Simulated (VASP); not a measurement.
A run of VASP 6.6.1:

The input INCAR:

```
SYSTEM = Cs
PREC = Accurate
ENCUT = 520
EDIFF = 1E-6
ISMEAR = -1
SIGMA = 0.05
LREAL = .False.
LASPH = .True.
NELM = 80
ALGO = Fast
ISIF = 2
LWAVE = .False.
LCHARG = .True.
GGA = PE
IVDW = 12
LELF = .True.
LVHAR = .True.
NBANDS = 10
```

KPOINTS

```
Automatic mesh
0
Gamma
  6 6 6
  0 0 0
```

POSCAR

```
Cs
1.0
    0.0000000000      3.9483357400      3.9483357400
    3.9483357400      0.0000000000      3.9483357400
    3.9483357400      3.9483357400      0.0000000000
Cs
1
Direct
    0.0000000000      0.0000000000      0.0000000000
```

Potentials or basis: VASP PAW PBE potentials, release 64 (Cs_sv).

Command:

```console
$ cat potpaw_PBE.64/Cs_sv/POTCAR > POTCAR
$ mpirun -np 1 vasp_std > vasp.out
```

Hardware: 1 thread of Intel(R) Xeon(R) Platinum 8259CL CPU @ 2.50GHz (Skylake/Cascade Lake), with other jobs on the host.

Task: Estimate the wall time of this run.

Result: Wall time 19 s on 1 thread of Intel(R) Xeon(R) Platinum 8259CL CPU @ 2.50GHz (Skylake/Cascade Lake) (shared host), peak memory 0.25 GiB. Counts: scf iterations 10, k points 16.
